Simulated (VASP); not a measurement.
Set up this calculation in VASP 6.6.1, as the native input.

| Property | Result |
| --- | --- |
| Task | single point |
| Functional | LDA |
| Potentials or basis | VASP PAW LDA potentials, release 64 (Si, W_sv) |
| Cutoff | 520 eV |
| k mesh | 11 × 11 × 14 |
| Occupations | fermi-dirac, width 0.05 eV |
| Spin | no spin polarisation |
| Dipole correction | no |
| Further INCAR settings | ALGO = Normal; EDIFF = 1e-06; NBANDS = 18; ISYM = 0 |

The structure of Si2W lies in POSCAR:

```
Si2W
1.0
   -1.6060000000      1.6060000000      3.8218000000
    1.6060000000     -1.6060000000      3.8218000000
    1.6060000000      1.6060000000     -3.8218000000
Si W
2 1
Direct
    0.3330000000      0.3330000000      0.0000000000
    0.6670000000      0.6670000000      0.0000000000
    0.0000000000      0.0000000000      0.0000000000
```

This cell differs from its parent crystal: zz strain of -3 %.

These files were run (other wordings do the same):

INCAR

```
ALGO = Normal
EDIFF = 1E-6
ENCUT = 520
ISIF = 2
ISMEAR = -1
ISYM = 0
LASPH = True
LCHARG = True
LELF = True
LREAL = False
LVHAR = True
LWAVE = False
NBANDS = 18
NELM = 100
PREC = Accurate
SIGMA = 0.05
```

KPOINTS

```
k-points
0
Gamma
  11 11 14
```

Potentials or basis: VASP PAW LDA potentials, release 64 (Si, W_sv).

The run is started by

```sh
$ cat potpaw_LDA.64/Si/POTCAR potpaw_LDA.64/W_sv/POTCAR > POTCAR
$ mpirun -np 1 vasp_std > vasp.out
```

It gave:

* Pressure: 1.3 GPa
* Largest force: 0.277 eV/Å
* Band gap on the k mesh: zero (bands 11 and 12 overlap by 1.10 eV)

Caveat: the cell differs from its parent crystal (zz strain of -3 %); spin-orbit coupling is left out, which moves the levels of the heavy elements.

Run time: 19 min on 1 thread of Intel Xeon 8259CL, with other jobs on the host, peak memory 0.63 GiB.
